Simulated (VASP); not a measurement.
Runs of VASP 6.6.1 on V. The structure is that of space group Pm-3m (No. 221), or close to it. The cells are those of the table. 

| task | cell | k mesh | cutoff (eV) | gap on the mesh (eV) | pressure (GPa) | moment (μB) |
| --- | --- | --- | --- | --- | --- | --- |
| relaxation of cell and atoms | relaxed from a = 2.463 Å, 1 atom | 13 × 13 × 13 | 600 | none | 0.0 | 0.00 |
| single point | a = 2.476 Å, 1 atom | 21 × 21 × 21 | 520 | none | -4.1 | 0.00 |
| single point | a = 2.342 Å, 1 atom | 21 × 21 × 21 | 520 | none | 24.5 | 0.00 |
| single point | a = 2.377 Å, 1 atom | 21 × 21 × 21 | 520 | none | 15.1 | 0.00 |
| single point | a = 2.444 Å, 1 atom | 13 × 13 × 13 | 520 | none | 0.3 | 0.00 |
| single point | a = 2.444 Å, 1 atom | 21 × 21 × 21 | 520 | none | (b) | 0.00 |
| single point | a = 2.411 Å, 1 atom | 21 × 21 × 21 | 520 | none | (a) | 0.00 |

Alike in all rows: level PBE; potentials or basis VASP PAW PBE potentials, release 64 (V_sv); spin collinear, ferromagnetic start; smearing fermi-dirac 0.05 eV.

Problem. Fill in the values left out.

Solution. (a) 7.4; (b) 1.1.

A gap of «none» marks levels without a gap at the run's occupations.
